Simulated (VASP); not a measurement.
Here is a VASP 6.6.1 calculation.

File INCAR:

```
PREC = Accurate ; ENCUT = 500
EDIFF = 1E-6 ; ISMEAR = -1
SIGMA = 0.03 ; LREAL = F
LASPH = T ; NELM = 120
ALGO = Normal ; ISIF = 2
LWAVE = F ; LCHARG = F
GGA = PS ; NBANDS = 20
GGA_COMPAT = F
```

Contents of KPOINTS:

```
regular mesh
0
Gamma
  8 8 5
```

File POSCAR:

```
CdI2
1.0
    4.2439992147      0.0000000000      0.0000000000
   -2.1219996073      3.6754111335      0.0000000000
    0.0000000000      0.0000000000      6.9275900000
Cd I
1 2
Direct
    0.0000000000      0.0000000000      0.0000000000
    0.3333333333      0.6666666667      0.2492000000
    0.6666666667      0.3333333333      0.7508000000
```

Potentials or basis: VASP PAW PBE potentials, release 64 (Cd, I).

Run with:

```console
$ cat potpaw_PBE.64/Cd/POTCAR potpaw_PBE.64/I/POTCAR > POTCAR
$ mpirun -np 1 vasp_std > vasp.out
```

Estimate the band gap on the k mesh.

2.25 eV, indirect (least direct gap 2.48 eV).

Estimate the pressure.

-0.6 GPa.

Estimate the largest force.

0.145 eV/Å.

Forces on the atoms (eV/Å):
```
Cd   0.000  0.000  0.000
I    0.000  0.000 -0.145
I    0.000  0.000  0.145
```

Caveat: the cell differs from its parent crystal (zz strain of +1 %); the PAW data sets were made with another functional, which shifts forces and pressure a little; spin-orbit coupling is left out, which moves the levels of the heavy elements; this functional lacks dispersion, which binds the layers, so the pressure and a relaxed spacing across them are unreliable. A k mesh can miss the band edges.
